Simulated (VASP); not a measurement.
A run of VASP 6.6.1 is set up as follows.

File INCAR:

```
SYSTEM = Zr
PREC = Accurate
ENCUT = 520
EDIFF = 1E-6
ISMEAR = 0
SIGMA = 0.15
LREAL = .FALSE.
LASPH = .TRUE.
NELM = 60
ALGO = Fast
ISIF = 2
LWAVE = .FALSE.
LCHARG = .FALSE.
GGA = PS
NBANDS = 19
```

Contents of KPOINTS:

```
regular mesh
0
G
  18 18 10
  0 0 0
```

POSCAR

```
Zr
1.0
    3.2319982225      0.0000000000      0.0363599800
   -1.6159991112      2.7989925657     -0.0181799900
    0.0579037500      0.0000000000      5.1470000000
Zr
2
Direct
    0.3333333333      0.6666666667      0.2500000000
    0.6666666667      0.3333333333      0.7500000000
```

Potentials or basis: VASP PAW PBE potentials, release 64 (Zr_sv).

Command:

```console
$ cat potpaw_PBE.64/Zr_sv/POTCAR > POTCAR
$ mpirun -np 1 vasp_std > vasp.out
```

Problem. Estimate the band gap on the k mesh.

Solution. Zero (bands 12 and 13 overlap by 1.22 eV).

Problem. Predict the pressure.

Solution. -3.3 GPa.

Stress tensor (GPa, compression positive):
```
-3.38  0.00 -0.54
 0.00 -3.44  0.00
-0.54  0.00 -2.94
```

Caveat: the cell differs from its parent crystal (strain +0.0225 x Voigt [0, 0, 0, 0, 1, 0]); the cell stands under tension; the PAW data sets were made with another functional, which shifts forces and pressure a little.
